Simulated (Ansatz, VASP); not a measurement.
## HfC: VASP beside Ansatz

File INCAR:

```
  PREC = Accurate
  ENCUT = 520
  EDIFF = 1E-6
  ISMEAR = 0
  SIGMA = 0.15
  LREAL = False
  LASPH = True
  NELM = 100
  ALGO = Normal
  ISIF = 2
  LWAVE = False
  LCHARG = True
  GGA = PS
  LELF = True
  LVHAR = True
  NBANDS = 14
```

KPOINTS

```
Automatic mesh
0
Gamma
  20 20 20
```

The input POSCAR:

```
HfC
1.0
    0.0000000000      2.4544262213      2.0862622881
    2.4544262213      0.0000000000      2.0862622881
    2.4544262213      2.4544262213      0.0000000000
Hf C
1 1
Direct
    0.5000000000      0.5000000000      0.5000000000
    0.0000000000      0.0000000000      0.0000000000
```

Input for Ansatz:

```yaml
crystal:
  lattice:
    - [0.0, 2.4544262213, 2.0862622881]
    - [2.4544262213, 0.0, 2.0862622881]
    - [2.4544262213, 2.4544262213, 0.0]
  atoms:
    - { symbol: Hf, position: [0.5, 0.5, 0.5] }
    - { symbol: C, position: [0.0, 0.0, 0.0] }
basis:
  ecutwfc: 420
kpoints:
  mp_grid: { grid: [20, 20, 20] }
hamiltonian:
  xc: pbesol
scf:
  occupations: { method: gaussian, width: 0.15 }
output:
  forces: true
  stress: true
  eigenvalues: true
```

Alike in both runs: task single point; functional PBEsol; k mesh 20 × 20 × 20; occupations gaussian, width 0.15 eV; no spin polarisation.

|  | VASP | Ansatz |
| --- | --- | --- |
| version | VASP 6.6.1 | Ansatz 0.2.0 |
| potentials or method | VASP PAW PBE potentials, release 64 (Hf_pv, C), cutoff 520 eV | scalar-relativistic, plane waves, PAW |
| valence electrons in the cell | 14 | 30 |

Ansatz gave:

* gap on the k mesh at the Fermi level (eV): none
* pressure (GPa): 5.5
* traceless stress, the component that is largest in VASP (GPa): 55.51

Q: Which values does VASP return?

A: gap on the k mesh at the Fermi level (eV): none; pressure (GPa): 5.6; traceless stress, the component that is largest in VASP (GPa): 56.67.

VASP's potentials were made for PBE, not for PBEsol. A gap of «none» marks a metal or a gap that the smearing closes. With one functional, cell and mesh, what is left measures potentials, basis and numerics. VASP's potentials hold 14 valence electrons a cell and Ansatz's 30, so a difference there can come from the potentials and not from the codes.

Neither program's run includes spin-orbit coupling.
